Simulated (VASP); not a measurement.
# NaB (Fm-3m) in VASP: a series of runs

The runs below take NaB through single point, with PBE.

All numbers are computed with VASP 6.6.1; they aren't measurements. Logs are shortened: lines on timing, memory, paths and dates and some standing lists are left out, and cuts for length are marked.

### Step 1. The cell of the first run

The structure is cubic, space group Fm-3m (No. 225). The conventional cell has a = 5.258 Å, b = 5.258 Å, c = 5.258 Å, α = 90.00°, β = 90.00°, γ = 90.00°. Na (site symmetry m-3m) has 6 B at 2.63 Å within 3.5 Å. Within 3.5 Å of B (site symmetry m-3m) lie 6 Na at 2.63 Å.

### Step 2. Single point, PBE

Input file INCAR:

```
SYSTEM = NaB
PREC     = Accurate       ! precision mode
ENCUT    = 520            ! plane-wave cutoff, eV
EDIFF    = 1E-6           ! SCF threshold, eV
ISMEAR   = -1             ! smearing method
SIGMA    = 0.15           ! smearing width, eV
LREAL    = .FALSE.        ! projectors in reciprocal space
LASPH    = .TRUE.         ! aspherical terms in the spheres
NELM     = 80             ! most SCF steps
ALGO     = Normal         ! electronic algorithm
ISIF     = 2              ! what is computed and relaxed
LWAVE    = .FALSE.        ! write WAVECAR
LCHARG   = .FALSE.        ! write CHGCAR
GGA      = PE             ! functional
NBANDS   = 12             ! bands
```

Input file KPOINTS:

```
Automatic mesh
0
G
  9 9 9
  0 0 0
```

Input file POSCAR:

```
NaB
1.0
    0.0000000000      2.6290817696      2.6290817696
    2.6290817696      0.0000000000      2.6290817696
    2.6290817696      2.6290817696      0.0000000000
Na B
1 1
Direct
    0.0000000000      0.0000000000      0.0000000000
    0.5000000000      0.5000000000      0.5000000000
```

Potentials or basis: VASP PAW PBE potentials, release 64 (Na_pv, B).

On the command line:

```
$ cat potpaw_PBE.64/Na_pv/POTCAR potpaw_PBE.64/B/POTCAR > POTCAR
$ mpirun -np 1 vasp_std > vasp.out
```

OUTCAR:

```text
SYSTEM = NaB
   PREC = Accurate
   ENCUT = 520
   EDIFF = 1E-6
   ISMEAR = -1
   LREAL = .FALSE.
   LASPH = .TRUE.
   NELM = 80
   ISIF = 2
   GGA = PE

 ion  position               nearest neighbor table
   1  0.000  0.000  0.000-
   2  0.500  0.500  0.500-

  LATTYP: Found a face centered cubic cell.
 ALAT       =     5.2581635392

  Lattice vectors:

 A1 = (   0.0000000000,   2.6290817696,   2.6290817696)
 A2 = (   2.6290817696,   0.0000000000,   2.6290817696)
 A3 = (   2.6290817696,   2.6290817696,   0.0000000000)

Analysis of symmetry for initial positions (statically):
=====================================================================
 Subroutine PRICEL returns:
 Original cell was already a primitive cell.

 Routine SETGRP: Setting up the symmetry group for a
 face centered cubic supercell.

 Subroutine GETGRP returns: Found 48 space group operations
[... 9 lines left out ...]

 Routine SETGRP: Setting up the symmetry group for a
 face centered cubic supercell.

 Subroutine GETGRP returns: Found 48 space group operations
[... 11 lines left out ...]
                                     Primitive cell

  volume of cell :      36.3448

  direct lattice vectors                    reciprocal lattice vectors
     0.000000000  2.629081770  2.629081770    -0.190180467  0.190180467  0.190180467
     2.629081770  0.000000000  2.629081770     0.190180467 -0.190180467  0.190180467
     2.629081770  2.629081770  0.000000000     0.190180467  0.190180467 -0.190180467

  length of vectors
     3.718083095  3.718083095  3.718083095     0.329402232  0.329402232  0.329402232

  position of ions in fractional coordinates (direct lattice)
     0.000000000  0.000000000  0.000000000
     0.500000000  0.500000000  0.500000000

  ion indices of the primitive-cell ions
   primitive index   ion index
                 1           1
                 2           2

----------------------------------------------------------------------------------------

 KPOINTS: Automatic mesh

Automatic generation of k-mesh.
 Grid dimensions read from file:
 generate k-points for:    9    9    9

 Generating k-lattice:

  Cartesian coordinates                     Fractional coordinates (reciprocal lattice)
    -0.021131163  0.021131163  0.021131163     0.111111111  0.000000000  0.000000000
     0.021131163 -0.021131163  0.021131163     0.000000000  0.111111111  0.000000000
     0.021131163  0.021131163 -0.021131163     0.000000000  0.000000000  0.111111111

  Length of vectors
     0.036600248  0.036600248  0.036600248

  Shift w.r.t. Gamma in fractional coordinates (k-lattice)
     0.000000000  0.000000000  0.000000000

 Subroutine IBZKPT returns following result:
 ===========================================

 Found     35 irreducible k-points:

 Following reciprocal coordinates:
            Coordinates               Weight
  0.000000  0.000000  0.000000      1.000000
  0.111111  0.000000  0.000000      8.000000
  0.222222  0.000000  0.000000      8.000000
  0.333333  0.000000  0.000000      8.000000
  0.444444  0.000000  0.000000      8.000000
  0.111111  0.111111  0.000000      6.000000
[... 16 lines left out ...]
 -0.333333  0.333333  0.000000     12.000000
  0.444444  0.444444  0.000000      6.000000
 [... further k-points ...]
   k-points           NKPTS =     35   k-points in BZ     NKDIM =     35   number of bands    NBANDS=     12
   number of dos      NEDOS =    301   number of ions     NIONS =      2
   total plane-waves  NPLWV =  21952
   dimension x,y,z NGX =    28 NGY =   28 NGZ =   28
   dimension x,y,z NGXF=    56 NGYF=   56 NGZF=   56
   ions per type =               1   1
   NGX,Y,Z   is equivalent  to a cutoff of  12.52, 12.52, 12.52 a.u.
   NGXF,Y,Z  is equivalent  to a cutoff of  25.04, 25.04, 25.04 a.u.
 SYSTEM =  NaB
   PREC   = accura    normal or accurate (medium, high low for compatibility)
   ISTART =      0    job   : 0-new  1-cont  2-samecut
   ICHARG =      2    charge: 1-file 2-atom 10-const
   ISPIN  =      1    spin polarized calculation?
   LNONCOLLINEAR =      F non collinear calculations
   LSORBIT =      F    spin-orbit coupling
   LASPH  =      T    aspherical Exc in radial PAW
   ENCUT  =  520.0 eV  38.22 Ry    6.18 a.u.   6.91  6.91  6.91*2*pi/ulx,y,z
   NELM   =     80;   NELMIN=  2; NELMDL= -5     # of ELM steps
   EDIFF  = 0.1E-05   stopping-criterion for ELM
   LREAL  =      F    real-space projection
   EDIFFG = 0.1E-04   stopping-criterion for IOM
   NSW    =      0    number of steps for IOM
   IBRION =     -1    ionic relax: 0-MD 1-quasi-New 2-CG
   NFREE  =      0    steps in history (QN), initial steepest desc. (CG)
   ISIF   =      2    stress and relaxation
   ISYM   =      2    0-nonsym 1-usesym 2-fastsym
   POTIM  = 0.5000    time-step for ionic-motion
   TEBEG  =    0.0;   TEEND  =   0.0 temperature during run
   PSTRESS=    0.0 pullay stress
   NELECT =      10.0000    total number of electrons
   NUPDOWN=      -1.0000    fix difference up-down
   EMIN   =  10.00;   EMAX   =-10.00  energy-range for DOS
   EFERMI =   0.00;   METHOD = LEGACY
   ISMEAR =    -1;   SIGMA  =   0.15  broadening in eV -4-tet -1-fermi 0-gaus
   EFERMI_NEDOS =   21; number of points for ismear=-14 and -15
   IALGO  =     38    algorithm
   IMIX   =      4    mixing-type and parameters
     AMIX     =   0.40;   BMIX     =  1.00
     AMIX_MAG =   1.60;   BMIX_MAG =  1.00
  volume/ion in A,a.u.               =      18.17       122.63
  Fermi-wavevector in a.u.,A,eV,Ry     =   1.064782  2.012146 15.425754  1.133761
  Thomas-Fermi vector in A             =   2.200312
   LORBIT       =      0    0 simple, 1 ext, 2 COOP (PROOUT), +10 PAW based schemes
   GGA     = PE    functional components
   LHFCALC =     F    Hartree Fock is set to
   AEXX    =    0.0000 exact exchange contribution
   IVDW    =     0    specifies the selected vdW correction
   LEPSILON=     F    determine dielectric tensor
   LRPA    =     F    only Hartree local field effects (RPA)
 non-spin polarized calculation
  energy-cutoff  :      520.00
  volume of cell :       36.34
 maximum number of plane-waves:      1002
   NGX = 13   NGY = 13   NGZ = 13

 number of electron      10.0000000 magnetization

 number of electron       9.9999999 magnetization

 Free energy of the ion-electron system (eV)
  ---------------------------------------------------
  ext. energy  EPLUGINS =         0.00000000
  ---------------------------------------------------
  free energy    TOTEN  =        -4.32997223 eV

  energy without entropy =       -4.25204351  energy(sigma->0) =       -4.29100787

 E-fermi :   1.0201     XC(G=0):  -8.5424

 val. band max:        0.9907108568   @ k =  -0.4444   0.3333   0.0000
 cond. band min:       1.0295546723   @ k =   0.3333   0.2222   0.0000
 fundamental gap:      0.0388438155
 Fermi energy:         1.0200841465

 k-point     1 :       0.0000    0.0000    0.0000
  band No.  band energies     occupation
      1     -21.9329      2.00000
      2     -21.9329      2.00000
      3     -21.9329      2.00000
      4      -6.3263      2.00000
      5       3.5463      0.00000
      6       3.5463      0.00000
      7       3.5463      0.00000
      8       9.0938      0.00000
      9      11.5153      0.00000
     10      11.5153      0.00000
     11      11.5153      0.00000
     12      13.8483      0.00000

 k-point     2 :       0.1111    0.0000    0.0000
  band No.  band energies     occupation
      1     -21.9391      2.00000
      2     -21.9335      2.00000
      3     -21.9335      2.00000
      4      -6.1673      2.00000
      5       2.9758      0.00000
      6       3.4551      0.00000
      7       3.4551      0.00000
      8       9.3736      0.00000
      9      10.7906      0.00000
     10      11.7591      0.00000
     11      11.7591      0.00000
     12      14.7791      0.00000

 k-point     3 :       0.2222    0.0000    0.0000
  band No.  band energies     occupation
      1     -21.9548      2.00000
      2     -21.9350      2.00000
      3     -21.9350      2.00000
      4      -5.7092      2.00000
      5       1.6747      0.02513
      6       3.2415      0.00000
      7       3.2415      0.00000
      8       9.1716      0.00000
      9      10.9940      0.00000
     10      12.1295      0.00000
     11      12.1295      0.00000
     12      14.5185      0.00000

 k-point     4 :       0.3333    0.0000    0.0000
  band No.  band energies     occupation
      1     -21.9725      2.00000
      2     -21.9368      2.00000
      3     -21.9368      2.00000
      4      -5.0283      2.00000
      5       0.2334      1.98950
      6       3.0226      0.00000
      7       3.0226      0.00000
      8       8.6675      0.00000
      9      11.9897      0.00000
     10      12.0113      0.00000
     11      12.0113      0.00000
     12      15.4324      0.00000

 k-point     5 :       0.4444    0.0000    0.0000
  band No.  band energies     occupation
      1     -21.9839      2.00000
      2     -21.9379      2.00000
      3     -21.9379      2.00000
      4      -4.3742      2.00000
      5      -0.8461      1.99999
      6       2.8908      0.00001
      7       2.8908      0.00001
      8       8.4159      0.00000
      9      11.8000      0.00000
     10      11.8000      0.00000
     11      12.7303      0.00000
     12      14.9958      0.00000

 k-point     6 :       0.1111    0.1111    0.0000
  band No.  band energies     occupation
      1     -21.9386      2.00000
      2     -21.9350      2.00000
      3     -21.9349      2.00000
      4      -6.1152      2.00000
      5       3.0204      0.00000
      6       3.3164      0.00000
      7       3.3164      0.00000
      8       9.5354      0.00000
      9      10.2653      0.00000
     10      12.0307      0.00000
     11      12.0307      0.00000
     12      13.8285      0.00000

 k-point     7 :       0.2222    0.1111    0.0000
  band No.  band energies     occupation
      1     -21.9502      2.00000
      2     -21.9372      2.00000
      3     -21.9361      2.00000
      4      -5.7592      2.00000
      5       2.0728      0.00179
      6       3.0791      0.00000
      7       3.1242      0.00000
      8       9.4766      0.00000
      9      10.1737      0.00000
     10      12.2362      0.00000
     11      12.5274      0.00000
     12      13.3645      0.00000

 k-point     8 :       0.3333    0.1111    0.0000
  band No.  band energies     occupation
      1     -21.9666      2.00000
      2     -21.9391      2.00000
      3     -21.9381      2.00000
      4      -5.1523      2.00000
      5       0.7414      1.73017
      6       2.8265      0.00001
      7       2.8659      0.00001
      8       9.0194      0.00000
      9      11.0789      0.00000
     10      11.6697      0.00000
     11      12.5667      0.00000
     12      14.3998      0.00000
[... 166 lines left out ...]
 k-point    20 :       0.3333    0.3333    0.0000
  band No.  band energies     occupation
      1     -21.9681      2.00000
      2     -21.9463      2.00000
      3     -21.9463      2.00000
      4      -4.6584      2.00000
      5       0.6211      1.86922
      6       2.3610      0.00026
      7       2.3610      0.00026
      8       7.7443      0.00000
      9       9.2985      0.00000
     10      12.3356      0.00000
     11      14.7442      0.00000
     12      14.7442      0.00000

 k-point    21 :       0.4444    0.3333    0.0000
  band No.  band energies     occupation
      1     -21.9737      2.00000
      2     -21.9505      2.00000
      3     -21.9479      2.00000
      4      -4.1618      2.00000
      5       0.0718      1.99641
      6       1.8557      0.00759
      7       2.2427      0.00058
      8       7.8097      0.00000
      9       9.1102      0.00000
     10      12.4187      0.00000
     11      14.8539      0.00000
     12      15.4223      0.00000

 k-point    22 :      -0.4444    0.3333    0.0000
  band No.  band energies     occupation
      1     -21.9734      2.00000
      2     -21.9581      2.00000
      3     -21.9468      2.00000
      4      -3.7739      2.00000
      5      -0.1242      1.99903
      6       0.9907      1.09760
      7       2.2811      0.00045
      8       8.2607      0.00000
      9       9.8856      0.00000
     10      12.0990      0.00000
     11      14.3729      0.00000
     12      15.5406      0.00000

 k-point    23 :      -0.3333    0.3333    0.0000
  band No.  band energies     occupation
      1     -21.9673      2.00000
      2     -21.9655      2.00000
      3     -21.9436      2.00000
      4      -3.8056      2.00000
      5       0.2393      1.98908
      6       0.3530      1.97684
      7       2.4655      0.00013
      8       8.8683      0.00000
      9      11.0304      0.00000
     10      11.4275      0.00000
     11      13.7705      0.00000
     12      15.5768      0.00000

 k-point    24 :       0.4444    0.4444    0.0000
  band No.  band energies     occupation
      1     -21.9778      2.00000
      2     -21.9503      2.00000
      3     -21.9503      2.00000
      4      -3.8661      2.00000
      5      -0.3388      1.99977
      6       2.1005      0.00149
      7       2.1005      0.00149
      8       7.2215      0.00000
      9       8.4354      0.00000
     10      13.0003      0.00000
     11      15.8525      0.00000
     12      15.8525      0.00000

 [... further k-points ...]
[... 5 lines left out ...]
  --------------------------------------------------------------------------------------
  -------------------------------------------------------------------------------------
  Total        0.4927951      0.4927951      0.4927951      0.0000000      0.0000000      0.0000000
  in kB       21.7237438     21.7237438     21.7237438      0.0000000      0.0000000      0.0000000
  external PRESSURE =      21.7237438 kB  Pullay stress =       0.0000000 kB

 VOLUME and BASIS-vectors are now :
 -----------------------------------------------------------------------------
  energy-cutoff  :      520.00
  volume of cell :       36.34
      direct lattice vectors                 reciprocal lattice vectors
     0.000000000  2.629081770  2.629081770    -0.190180467  0.190180467  0.190180467
     2.629081770  0.000000000  2.629081770     0.190180467 -0.190180467  0.190180467
     2.629081770  2.629081770  0.000000000     0.190180467  0.190180467 -0.190180467

 POSITION                                       TOTAL-FORCE (eV/Angst)
 -----------------------------------------------------------------------------------
      0.00000      0.00000      0.00000        -0.000000     -0.000000      0.000000
      2.62908      2.62908      2.62908         0.000000      0.000000     -0.000000
 -----------------------------------------------------------------------------------
    total drift:                               -0.000000      0.000000      0.000000

  FREE ENERGIE OF THE ION-ELECTRON SYSTEM (eV)
  ---------------------------------------------------
  free  energy   TOTEN  =        -4.3299722349 eV

  energy  without entropy=       -4.2520435077  energy(sigma->0) =       -4.29100787
```

Run time: 6.8 s. Hardware: 1 thread of Intel Xeon Platinum 8488C (Sapphire Rapids), shared host; peak memory 0.15 GiB.

Results:

```yaml
Free_energy: -4.3300 eV
Pressure: 2.2 GPa
Band_gap_on_the_k_mesh: zero (band 5 reaches 3.55 eV, above the bottom of band 6 at 0.35 eV)
```

(Part 1 of 2 ends here.)
